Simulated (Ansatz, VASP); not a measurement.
**TaN in VASP and in Ansatz**

```
CELL_PARAMETERS angstrom
0.00000 2.17900 2.17900
2.17900 0.00000 2.17900
2.17900 2.17900 0.00000
ATOMIC_POSITIONS crystal
Ta 0.50000 0.50000 0.50000
N 0.00000 0.00000 0.00000
```

Alike in both runs: task single point; functional PBEsol; k mesh 18 × 18 × 18; occupations gaussian, width 0.15 eV; no spin polarisation.

|  | VASP | Ansatz |
| --- | --- | --- |
| version | VASP 6.6.1 | Ansatz 0.2.0 |
| potentials or method | VASP PAW PBE potentials, release 64 (Ta_sv_GW, N), cutoff 700 eV | scalar-relativistic, plane waves, PAW |
| valence electrons in the cell | 18 | 18 |

|  | VASP | Ansatz | Ansatz less VASP |
| --- | --- | --- | --- |
| gap on the k mesh at the Fermi level (eV) | none | none | - |
| pressure (GPa) | 4.5 | 4.4 | -0.04 |

VASP's potentials were made for PBE, not for PBEsol. A gap of «none» marks a metal or a gap that the smearing closes.

Spin-orbit coupling is off throughout.
